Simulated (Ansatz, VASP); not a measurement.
## ZnSe: VASP beside Ansatz

```
Zn Se
1.0
     0.00000    2.86644    2.86644
     2.86644    0.00000    2.86644
     2.86644    2.86644    0.00000
Zn Se
1 1
Direct
  0.00000 0.00000 0.00000
  0.25000 0.25000 0.25000
```

Alike in both runs: functional PBE; k mesh 8 × 8 × 8; occupations gaussian, width 0.02 eV; no spin polarisation.

Ansatz relaxed the structure, and its values are those at the end. VASP's run is a single point on that final structure, the one shown.

|  | VASP | Ansatz |
| --- | --- | --- |
| version | VASP 6.6.1 | Ansatz 0.2.0 |
| potentials or method | VASP PAW PBE potentials, release 64 (Zn, Se), cutoff 520 eV | scalar-relativistic, plane waves, PAW |
| valence electrons in the cell | 18 | 28 |

Ansatz gave:

| Item | Value |
| --- | --- |
| gap on the k mesh at the Fermi level (eV) | 1.15 |
| least direct gap on the mesh (eV) | 1.15 |
| pressure (GPa) | 0.0 |

**Question.** Estimate VASP's values.

**Answer.** gap on the k mesh at the Fermi level (eV): 1.15; least direct gap on the mesh (eV): 1.15; pressure (GPa): 0.2.

VASP's potentials hold 18 valence electrons a cell and Ansatz's 28, so a difference there can come from the potentials and not from the codes.
